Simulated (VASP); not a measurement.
Si5P2:

```xyz
7
Lattice="3.7953 0.1132 0.0052 -1.7997 3.2171 0.0165 0.0148 0.0632 11.0360" Properties=species:S:1:pos:R:3 pbc="T T T"
Si   -0.1777    2.0773    3.3526
Si    1.8243    1.0239    7.6927
Si    0.0521    0.1523    4.2974
Si    0.1433    0.0378    6.6407
Si   -0.1238    0.1379    0.0211
P     0.1954    2.1634    1.1872
P     2.1223    1.2575    9.9597
```

- Program: VASP 6.6.1
- Task: relaxation of cell and atoms
- Functional: PBE
- Potentials or basis: VASP PAW PBE potentials, release 64 (Si, P)
- Cutoff: 600 eV
- k mesh: 6 × 6 × 2
- Occupations: gaussian, width 0.2 eV
- Spin: no spin polarisation

At the start: pressure 1.1 GPa; volume 19.57 Å³/atom.

Where does the relaxation end?

Over 27 steps the energy falls by 265.3 meV/atom and the volume is 19.13 Å³/atom (-2.2 %); space group P1 (No. 1, to 0.1 Å) before, P-3m1 (No. 164, to 0.1 Å).

The path:
```
step  energy change (eV)  largest force (eV/Å)  pressure (GPa)  volume (Å³)
   1              0.0000                3.3353            1.08       136.99
   2             -1.2868                2.2271           -3.13       139.51
   3             -1.2947                2.2893           -3.25       139.78
   4             -1.6436                1.0322            1.04       132.44
   5             -1.7071                0.8214           -0.57       134.35
   6             -1.8038                0.4535            0.43       133.04
   7             -1.8127                0.4565            0.89       132.49
   8             -1.8377                0.2367           -0.23       134.13
   9             -1.8378                0.2288           -0.17       134.05
  10             -1.8433                0.0977           -0.03       133.89
  11             -1.8434                0.1022           -0.01       133.87
  12             -1.8461                0.0979            0.05       133.78
  13             -1.8468                0.1043            0.09       133.71
  14             -1.8487                0.0953           -0.02       133.89
  15             -1.8489                0.1128           -0.07       133.96
  16             -1.8508                0.0765           -0.05       133.95
  17             -1.8522                0.0912           -0.02       133.94
  18             -1.8536                0.0568            0.04       133.88
  19             -1.8542                0.0628            0.10       133.81
  20             -1.8547                0.0566           -0.12       134.12
  21             -1.8548                0.0444           -0.06       134.03
  22             -1.8554                0.0428           -0.05       134.01
  23             -1.8558                0.0508           -0.04       133.97
  24             -1.8563                0.0410            0.02       133.88
  25             -1.8566                0.0361            0.11       133.76
  26             -1.8566                0.0428            0.13       133.74
  27             -1.8569                0.0236            0.00       133.93
```

Final structure:
```
Si P
1.0
     3.77891   -0.00001    0.00074
    -1.89030    3.26859   -0.00054
     0.00349   -0.00675   10.84304
Si P
5 2
Direct
  0.33205 0.66442 0.31530
  0.66435 0.33266 0.68476
  0.99861 0.99772 0.39129
  0.99789 0.99964 0.60870
  0.00291 0.00211 0.99993
  0.33571 0.66935 0.10654
  0.66848 0.33410 0.89347
```
